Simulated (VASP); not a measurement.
# Cu in VASP: notebook, part 2 of 2

VASP 6.6.1.

### 3 Single point, PBE (biaxial strain in the a-b plane: +2.0 %)

File INCAR:

```
SYSTEM = Cu
PREC = Accurate ; ENCUT = 520
EDIFF = 1E-6 ; ISMEAR = 0
SIGMA = 0.1 ; LREAL = .False.
LASPH = .True. ; NELM = 80
ALGO = Fast ; ISIF = 2
LWAVE = .False. ; LCHARG = .True.
GGA = PE ; LELF = .True.
LVHAR = .True. ; NBANDS = 18
```

File KPOINTS:

```
Automatic mesh
0
Gamma
  20 20 14
  0 0 0
```

File POSCAR:

```
Cu
1.0
    1.8511994332      1.8511994332      0.0000000000
   -1.8511994332      1.8511994332      0.0000000000
    0.0000000000      0.0000000000      3.5862451764
Cu
2
Direct
    0.0000000000      0.0000000000      0.0000000000
    0.5000000000      0.5000000000      0.5000000000
```

Potentials or basis: VASP PAW PBE potentials, release 64 (Cu).

Run with:

```console
cat potpaw_PBE.64/Cu/POTCAR > POTCAR
mpirun -np 1 vasp_std > vasp.out
```

OUTCAR:

```text
SYSTEM = Cu
   PREC = Accurate
   ENCUT = 520
   EDIFF = 1E-6
   ISMEAR = 0
   LREAL = .False.
   LASPH = .True.
   NELM = 80
   ISIF = 2
   GGA = PE

 ion  position               nearest neighbor table
   1  0.000  0.000  0.000-   2 2.58   2 2.58   2 2.58   2 2.58   2 2.58   2 2.58   2 2.58   2 2.58

   2  0.500  0.500  0.500-   1 2.58   1 2.58   1 2.58   1 2.58   1 2.58   1 2.58   1 2.58   1 2.58

  LATTYP: Found a simple tetragonal cell.
 ALAT       =     2.6179913451
 C/A-ratio  =     1.3698460780

  Lattice vectors:

 A1 = (   1.8511994332,   1.8511994332,   0.0000000000)
 A2 = (  -1.8511994332,   1.8511994332,   0.0000000000)
 A3 = (   0.0000000000,   0.0000000000,   3.5862451764)

Analysis of symmetry for initial positions (statically):
=====================================================================
 Subroutine PRICEL returns following result:

  LATTYP: Found a body centered tetragonal cell.
 ALAT       =     2.6179913451
 C/A-ratio  =     1.3698460780

  Lattice vectors:

 A1 = (   0.0000000000,  -1.8511994332,  -1.7931225882)
 A2 = (   0.0000000000,   1.8511994332,  -1.7931225882)
 A3 = (   1.8511994332,   0.0000000000,   1.7931225882)

   2 primitive cells build up your supercell.

 Routine SETGRP: Setting up the symmetry group for a
 simple tetragonal supercell.

 Subroutine GETGRP returns: Found 16 space group operations
 (whereof 16 operations were pure point group operations)
 out of a pool of 16 trial point group operations.

The static configuration has the point symmetry D_4h.

Analysis of symmetry for dynamics (positions and initial velocities):
=====================================================================
 Subroutine PRICEL returns following result:

  LATTYP: Found a body centered tetragonal cell.
 ALAT       =     2.6179913451
 C/A-ratio  =     1.3698460780

  Lattice vectors:

 A1 = (   0.0000000000,  -1.8511994332,  -1.7931225882)
 A2 = (   0.0000000000,   1.8511994332,  -1.7931225882)
[... 126 lines left out ...]
   IALGO  =     68    algorithm
   IMIX   =      4    mixing-type and parameters
     AMIX     =   0.40;   BMIX     =  1.00
     AMIX_MAG =   1.60;   BMIX_MAG =  1.00
  volume/ion in A,a.u.               =      12.29        82.94
  Fermi-wavevector in a.u.,A,eV,Ry     =   1.577697  2.981415 33.866639  2.489128
  Thomas-Fermi vector in A             =   2.678340
   LORBIT       =      0    0 simple, 1 ext, 2 COOP (PROOUT), +10 PAW based schemes
   GGA     = PE    functional components
   LHFCALC =     F    Hartree Fock is set to
   AEXX    =    0.0000 exact exchange contribution
   IVDW    =     0    specifies the selected vdW correction
   LEPSILON=     F    determine dielectric tensor
   LRPA    =     F    only Hartree local field effects (RPA)
 non-spin polarized calculation
 RMM-DIIS sequential band-by-band and
 Gauss-broadening in eV      SIGMA  =   0.10
  energy-cutoff  :      520.00
  volume of cell :       24.58
 maximum number of plane-waves:       684
 NGX is ok and might be reduce to    20
   NGX =  9   NGY =  9   NGZ = 13

 number of electron      22.0000005 magnetization

 Free energy of the ion-electron system (eV)
  ---------------------------------------------------
  ext. energy  EPLUGINS =         0.00000000
  ---------------------------------------------------
  free energy    TOTEN  =        -7.45032721 eV

  energy without entropy =       -7.44722954  energy(sigma->0) =       -7.44877837

 E-fermi :   7.1076     XC(G=0): -12.4966

 val. band max:        7.0956111818   @ k =   0.4000   0.2000   0.4286
 cond. band min:       7.1181058855   @ k =   0.4000   0.1500   0.5000
 fundamental gap:      0.0224947036
 Fermi energy:         7.1075664536

 k-point     1 :       0.0000    0.0000    0.0000
  band No.  band energies     occupation
      1      -1.9498      2.00000
      2       2.4766      2.00000
      3       2.8738      2.00000
      4       4.1484      2.00000
      5       4.1484      2.00000
      6       4.2900      2.00000
[... 481 lines left out ...]
      5       4.4044      2.00000
      6       4.4752      2.00000
[... 10 lines left out ...]
     17      25.9428      0.00000
     18      27.7677      0.00000

 [... further k-points ...]

------------------------ aborting loop because EDIFF is reached ----------------------------------------

  FORCE on cell =-STRESS in cart. coord.  units (eV):
  Direction    XX          YY          ZZ          XY          YZ          ZX
  --------------------------------------------------------------------------------------
  -------------------------------------------------------------------------------------
  Total       -0.5294522     -0.5294522     -0.3155244      0.0000000     -0.0000000     -0.0000000
  in kB      -34.5112733    -34.5112733    -20.5668210      0.0000000     -0.0000000     -0.0000000
  external PRESSURE =     -29.8631225 kB  Pullay stress =       0.0000000 kB

 VOLUME and BASIS-vectors are now :
 -----------------------------------------------------------------------------
  energy-cutoff  :      520.00
  volume of cell :       24.58
      direct lattice vectors                 reciprocal lattice vectors
     1.851199433  1.851199433  0.000000000     0.270095156  0.270095156  0.000000000
    -1.851199433  1.851199433  0.000000000    -0.270095156  0.270095156  0.000000000
     0.000000000  0.000000000  3.586245176     0.000000000  0.000000000  0.278843177

 POSITION                                       TOTAL-FORCE (eV/Angst)
 -----------------------------------------------------------------------------------
      0.00000      0.00000      0.00000        -0.000000      0.000000      0.000000
      0.00000      1.85120      1.79312         0.000000     -0.000000     -0.000000
 -----------------------------------------------------------------------------------
    total drift:                               -0.000000      0.000000      0.000000

  FREE ENERGIE OF THE ION-ELECTRON SYSTEM (eV)
  ---------------------------------------------------
  free  energy   TOTEN  =        -7.4503272053 eV

  energy  without entropy=       -7.4472295361  energy(sigma->0) =       -7.44877837
```

OSZICAR:

```text
N       E                     dE             d eps       ncg     rms          rms(c)
DAV:   1     0.123066393053E+03    0.12307E+03   -0.10660E+04 20776   0.216E+03
DAV:   2    -0.289773505957E+01   -0.12596E+03   -0.11954E+03 19052   0.286E+02
DAV:   3    -0.914680676919E+01   -0.62491E+01   -0.60167E+01 21152   0.870E+01
DAV:   4    -0.921758487357E+01   -0.70778E-01   -0.70722E-01 22042   0.988E+00
DAV:   5    -0.921856713791E+01   -0.98226E-03   -0.98223E-03 23030   0.994E-01    0.108E+01
RMM:   6    -0.818571753097E+01    0.10328E+01   -0.11089E+01 22144   0.586E+01    0.646E+00
RMM:   7    -0.746785244403E+01    0.71787E+00   -0.20581E+00 21938   0.264E+01    0.136E+00
RMM:   8    -0.745259102264E+01    0.15261E-01   -0.51245E-02 22515   0.211E+00    0.376E-01
RMM:   9    -0.745006500474E+01    0.25260E-02   -0.12818E-02 23040   0.208E+00    0.345E-02
RMM:  10    -0.745030774434E+01   -0.24274E-03   -0.22205E-03 24413   0.473E-01    0.254E-02
RMM:  11    -0.745038098296E+01   -0.73239E-04   -0.32643E-04 22862   0.314E-01    0.716E-02
RMM:  12    -0.745032138613E+01    0.59597E-04   -0.16548E-04 23989   0.203E-01    0.116E-03
RMM:  13    -0.745032672893E+01   -0.53428E-05   -0.44644E-05 23332   0.574E-02    0.218E-03
RMM:  14    -0.745032720526E+01   -0.47633E-06   -0.39016E-06 15809   0.196E-02
   1 F= -.74503272E+01 E0= -.74487784E+01  d E =-.309767E-02
```

stdout:

```text
POSCAR found type information on POSCAR Cu
 POSCAR found :  1 types and       2 ions
 scaLAPACK will be used
 LDA part: xc-table for (Slater+PW92), standard interpolation
 POSCAR, INCAR and KPOINTS ok, starting setup
 FFT: planning ... GRIDC
 FFT: planning ... GRID_SOFT
 FFT: planning ... GRID
 WAVECAR not read
 entering main loop
WARNING in EDDRMM: call to ZHEGV failed, returncode =   8  4     18
```

Run time: 3.2 min. Hardware: 1 thread of Intel Xeon 8259CL, shared host; peak memory 0.29 GiB.

Results:

```
Free energy            : -7.4503 eV
Pressure               : -3.0 GPa
Band gap on the k mesh : zero (bands 11 and 12 overlap by 7.96 eV)
```

Levels at points of the mesh, in eV from the Fermi level:
```
           k point  band 7  band 8  band 9  band 10  band 11  band 12  band 13  band 14  band 15  band 16
(0.00, 0.00, 0.00)   -2.21   -2.07   -1.63    -1.47    -1.47     1.97     7.39    12.29    12.29    16.76
(0.50, 0.00, 0.00)   -2.46   -2.46   -2.17    -2.17    -0.43    -0.43     9.75     9.75    11.02    11.02
(0.50, 0.50, 0.00)   -1.52   -1.52   -1.43    -1.43     1.31     1.31     6.56     6.56    13.00    13.00
(0.00, 0.00, 0.50)   -2.33   -2.33   -2.33    -2.33    -1.92    -1.92    16.35    16.35    16.35    16.35
(0.50, 0.00, 0.50)   -1.64   -1.64   -1.58    -1.58    -0.89    -0.89     3.56     3.56    20.51    20.51
(0.50, 0.50, 0.50)   -2.17   -2.17   -1.52    -1.52     6.03     6.03     6.03     6.03     7.93     7.93
```

Caveat: the cell differs from its parent crystal (biaxial strain in the a-b plane: +2.0 %).
